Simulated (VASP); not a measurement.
Ti3O4: single point with PBEsol

Ti3O4:

```
Ti O
1.0
     2.91282   -4.03035    0.00000
     2.91282    4.03035    0.00000
     0.00000    0.00000    2.96903
Ti O
3 4
Cartesian
  0.0000 0.0297 1.4845
  1.4836 -2.0329 0.0000
  1.4292 1.9974 0.0000
  4.4437 -0.0187 0.0000
  2.9128 1.9710 1.4845
  1.3819 -0.0187 0.0000
  2.9128 -1.9162 1.4845
```

This cell differs from its parent crystal: atoms displaced along a vibrational mode.

| Quantity | Value |
| --- | --- |
| Program | VASP 6.6.1 |
| Task | single point |
| Functional | PBEsol |
| Potentials or basis | VASP PAW PBE potentials, release 64 (Ti_sv, O) |
| Cutoff | 520 eV |
| k mesh | 8 × 8 × 14 |
| Occupations | gaussian, width 0.15 eV |
| Spin | no spin polarisation |
| Dipole correction | no |
| Further INCAR settings | ALGO = Normal; EDIFF = 1e-06; NBANDS = 39 |

- Pressure: 0.8 GPa
- Largest force: 0.203 eV/Å
- Band gap on the k mesh: zero (bands 30 and 31 overlap by 0.93 eV)

Forces on the atoms (eV/Å):
```
Ti   0.000  0.173  0.000
Ti   0.174 -0.104  0.000
Ti  -0.174 -0.104  0.000
O    0.016 -0.037  0.000
O    0.000  0.045  0.000
O   -0.016 -0.037  0.000
O    0.000  0.064  0.000
```

Stress tensor (GPa, compression positive):
```
-0.01  0.00  0.00
 0.00  1.34  0.00
 0.00  0.00  0.99
```

Levels at points of the mesh, in eV from the Fermi level:
```tsv
k point	band 28	band 29	band 30	band 31	band 32	band 33
(0.00, 0.00, 0.00)	-3.87	-2.59	-0.42	0.01	0.44	0.90
(0.50, 0.00, 0.00)	-4.10	-0.85	-0.44	0.15	0.45	0.60
(0.50, 0.50, 0.00)	-4.52	-2.36	0.11	0.71	0.76	0.94
(0.00, 0.00, 0.50)	-5.02	0.24	0.31	0.86	0.90	0.92
(0.50, 0.00, 0.50)	-4.63	-0.83	-0.70	0.49	0.51	1.57
(0.50, 0.50, 0.50)	-4.87	-2.36	-2.09	1.21	1.54	1.73
```

It took 7.8 min on 1 thread of Intel(R) Xeon(R) Platinum 8488C (Sapphire Rapids) (shared host), peak memory 0.43 GiB.

Caveat: the cell differs from its parent crystal (atoms displaced along a vibrational mode); the PAW data sets were made with another functional, which shifts forces and pressure a little; semilocal functionals often make such compounds metallic where correlation or magnetic order opens a gap, which also shifts bond lengths.
